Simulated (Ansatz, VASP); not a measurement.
**One calculation of SiO2, two programs**

INCAR

```
SYSTEM = SiO2
ALGO = Normal
EDIFF = 1E-6
ENCUT = 600
GGA_COMPAT = .FALSE.
ISIF = 2
ISMEAR = -1
LASPH = .TRUE.
LCHARG = .FALSE.
LREAL = .FALSE.
LWAVE = .FALSE.
NBANDS = 25
NELM = 120
PREC = Accurate
SIGMA = 0.08
```

KPOINTS

```
k-points
0
G
  8 8 11
  0 0 0
```

POSCAR

```
SiO2
1.0
    3.9612140014      0.0000000000      0.0000000000
    0.0000000000      3.9612140014      0.0000000000
    0.0000000000      0.0000000000      2.5766485895
Si O
2 4
Direct
    0.0000000000      0.0000000000      0.0000000000
    0.5000000000      0.5000000000      0.5000000000
    0.3020992155      0.3020992155      0.0000000000
    0.6979007845      0.6979007845      0.0000000000
    0.8020992155      0.1979007845      0.5000000000
    0.1979007845      0.8020992155      0.5000000000
```

Input for Ansatz:

```yaml
crystal:
  lattice:
    - [3.9612140014, 0.0, 0.0]
    - [0.0, 3.9612140014, 0.0]
    - [0.0, 0.0, 2.5766485895]
  atoms:
    - { symbol: Si, position: [0.0, 0.0, 0.0] }
    - { symbol: Si, position: [0.5, 0.5, 0.5] }
    - { symbol: O, position: [0.3020992155, 0.3020992155, 0.0] }
    - { symbol: O, position: [0.6979007845, 0.6979007845, 0.0] }
    - { symbol: O, position: [0.8020992155, 0.1979007845, 0.5] }
    - { symbol: O, position: [0.1979007845, 0.8020992155, 0.5] }
kpoints:
  mp_grid: { grid: [8, 8, 11] }
  band_path:
    path:
      - [0.0, 0.0, 0.0]
      - [0.0, 0.5, 0.0]
      - [0.5, 0.5, 0.0]
      - [0.0, 0.0, 0.0]
      - [0.0, 0.0, 0.5]
      - [0.0, 0.5, 0.5]
      - [0.5, 0.5, 0.5]
      - [0.0, 0.0, 0.5]
      - [0.0, 0.5, 0.0]
    npoints: 8
scf:
  occupations: { method: fermi_dirac, width: 0.08 }
hamiltonian:
  xc: lda
  pseudopotentials: { kind: paw }
output:
  forces: true
  stress: true
  eigenvalues: true
  populations: true
  dos: { projected: true, de: 0.2, e_range: [-14, 8] }
  write_density: true
  write_potential: true
  elf: true
  volumetric_format: npy
```

Change from the starting cell: volume scaled by 0.88, PAW files.

Alike in both runs: task single point; functional LDA; k mesh 8 × 8 × 11; occupations fermi-dirac, width 0.08 eV; no spin polarisation.

```csv
,VASP,Ansatz
version,VASP 6.6.1,Ansatz 0.2.0
potentials or method,"VASP PAW LDA potentials, release 64 (Si, O)","PAW with Ansatz's default frozen-core files, scalar-relativistic"
plane-wave cutoff (eV),600,420
valence electrons in the cell,32,32
```

```tsv
	VASP	Ansatz	Ansatz less VASP
gap on the k mesh at the Fermi level (eV)	6.63	6.66	+0.035
pressure (GPa)	54.4	53.1	-1.28
traceless stress, the component that is largest in VASP (GPa)	0.58	0.01	-0.579
rms of the force components (eV/Å)	0.011	0.000	-0.0112
```

LDA's correlation is that of Perdew and Zunger in VASP and of Perdew and Wang (1992) in Ansatz. Atom by atom the forces differ by 0.011 eV/Å (rms over components). Both programs put the cell under a high pressure, so it lies far from rest at this level.
